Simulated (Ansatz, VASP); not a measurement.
P in VASP and in Ansatz

INCAR

```
SYSTEM = P
ALGO     = Normal         ! electronic algorithm
EDIFF    = 1E-6           ! SCF threshold, eV
ENCUT    = 500            ! plane-wave cutoff, eV
GGA      = PS             ! functional
GGA_COMPAT= .False.      
ISIF     = 2              ! what is computed and relaxed
ISMEAR   = -1             ! smearing method
LASPH    = .True.         ! aspherical terms in the spheres
LCHARG   = .False.        ! write CHGCAR
LREAL    = .False.        ! projectors in reciprocal space
LWAVE    = .False.        ! write WAVECAR
NBANDS   = 8              ! bands
NELM     = 120            ! most SCF steps
PREC     = Accurate       ! precision mode
SIGMA    = 0.08           ! smearing width, eV
```

File KPOINTS:

```
k-points
0
Gamma
  10 10 9
  0 0 0
```

File POSCAR:

```
P
1.0
    4.2442267795      0.0000000000      0.0000000000
    0.0000000000      4.2442267795      0.0000000000
    0.0000000000      0.0000000000      4.3486165643
P
1
Direct
    0.0000000000      0.0000000000      0.0000000000
```

Input for Ansatz:

```yaml
crystal:
  lattice:
    - [4.2442267795, 0.0, 0.0]
    - [0.0, 4.2442267795, 0.0]
    - [0.0, 0.0, 4.3486165643]
  atoms:
    - { symbol: P, position: [0.0, 0.0, 0.0] }
kpoints:
  mp_grid: { grid: [10, 10, 9] }
  band_path:
    path:
      - [0.0, 0.0, 0.0]
      - [0.0, 0.5, 0.0]
      - [0.5, 0.5, 0.0]
      - [0.0, 0.0, 0.0]
      - [0.0, 0.0, 0.5]
      - [0.0, 0.5, 0.5]
      - [0.5, 0.5, 0.5]
      - [0.0, 0.0, 0.5]
      - [0.0, 0.5, 0.0]
    npoints: 5
scf:
  occupations: { method: fermi_dirac, width: 0.08 }
hamiltonian:
  xc: pbesol
  pseudopotentials: { kind: all_electron, lapw: { basis_error: 0.00025 } }
output:
  forces: true
  stress: true
  eigenvalues: true
```

Change from the starting cell: volume scaled by 0.98.

Alike in both runs: task single point; functional PBEsol; k mesh 10 × 10 × 9; occupations fermi-dirac, width 0.08 eV; no spin polarisation.

|  | VASP | Ansatz |
| --- | --- | --- |
| version | VASP 6.6.1 | Ansatz 0.2.0 |
| potentials or method | VASP PAW PBE potentials, release 64 (P), cutoff 500 eV | all-electron LAPW, scalar-relativistic |

|  | VASP | Ansatz | Ansatz less VASP |
| --- | --- | --- | --- |
| pressure (GPa) | -4.0 | -4.0 | +0.01 |
| traceless stress, the component that is largest in VASP (GPa) | 0.32 | 0.32 | -0.001 |

VASP's potentials were made for PBE, not for PBEsol. Ansatz ran all-electron here, and VASP with PAW potentials.
